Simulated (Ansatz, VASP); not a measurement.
Zn in VASP and in Ansatz

```
Zn
1.0
    -1.56904    1.56904    1.56904
     1.56904   -1.56904    1.56904
     1.56904    1.56904   -1.56904
Zn
1
Direct
  0.00000 0.00000 0.00000
```

Alike in both runs: task relaxation of cell and atoms; functional PBEsol; dispersion D3(BJ); k mesh 12 × 12 × 12; occupations fermi-dirac, width 0.05 eV; no spin polarisation.

|  | VASP | Ansatz |
| --- | --- | --- |
| version | VASP 6.6.1 | Ansatz 0.2.0 |
| potentials or method | VASP PAW PBE potentials, release 64 (Zn) | Ansatz PAW |
| plane-wave cutoff (eV) | 600 | 420 |
| valence electrons in the cell | 12 | 12 |

```csv
,VASP,Ansatz,Ansatz less VASP
"gap on the k mesh at the Fermi level, each at its own relaxed structure (eV)",none,none,-
relaxed volume (Å³/atom),13.63,13.56,-0.070
relaxed cell length with the largest relative difference (Å),2.607,2.602,-0.0045
```

VASP's potentials were made for PBE, not for PBEsol. A gap of «none» marks a metal or a gap that the smearing closes.

Noted on Ansatz's run: the plane-wave basis is chosen anew once the cell has moved, so the energies of steps on either side of that aren't comparable.
